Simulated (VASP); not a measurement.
Runs of VASP 6.6.1 on Bi. The structure is that of space group P6_3/mmc (No. 194), or close to it. The cells are those of the table. This isn't the form of Bi at room conditions, which is rhombohedral.

| task | level | cell | gap on the mesh (eV) | pressure (GPa) |
| --- | --- | --- | --- | --- |
| single point | PBE | a = 4.599, b = 4.599, c = 11.985 Å, angles 90.0, 90.0, 120.0°, 2 atoms | none | -3.1 |
| electric field gradients | PBEsol | a = 4.539, b = 4.539, c = 11.829 Å, angles 90.0, 90.0, 120.0°, 2 atoms | none | -3.6 |
| single point | PBE | a = 4.554, b = 4.554, c = 11.868 Å, angles 90.0, 90.0, 120.0°, 2 atoms | none | -3.2 |
| electric field gradients | PBE | a = 4.539, b = 4.539, c = 11.829 Å, angles 90.0, 90.0, 120.0°, 2 atoms | none | (a) |
| electric field gradients | PBE | a = 4.577, b = 4.577, c = 11.927 Å, angles 90.0, 90.0, 120.0°, 2 atoms | none | -3.2 |
| electric field gradients | r2SCAN | a = 4.539, b = 4.539, c = 11.829 Å, angles 90.0, 90.0, 120.0°, 2 atoms | none | -3.6 |
| electric field gradients | PBE | a = 4.554, b = 4.554, c = 11.868 Å, angles 90.0, 90.0, 120.0°, 2 atoms | none | -3.2 |
| single point | PBE | a = 4.569, b = 4.569, c = 11.907 Å, angles 90.0, 90.0, 120.0°, 2 atoms | none | -3.2 |

Alike in all rows: potentials or basis VASP PAW PBE potentials, release 64 (Bi_d); no spin polarisation; k mesh 9 × 9 × 3; cutoff (eV) 520; smearing fermi-dirac 0.03 eV.

Q: Estimate the missing entries.

A: (a) -3.3.

Caveats: the cell stands under tension; spin-orbit coupling is left out, which moves the levels of the heavy elements; the PAW data sets were made with another functional, which shifts forces and pressure a little (at least some runs).

A k mesh can miss the band edges, and the runs leave out spin-orbit coupling on Bi.

A gap of «none» marks levels without a gap at the run's occupations.
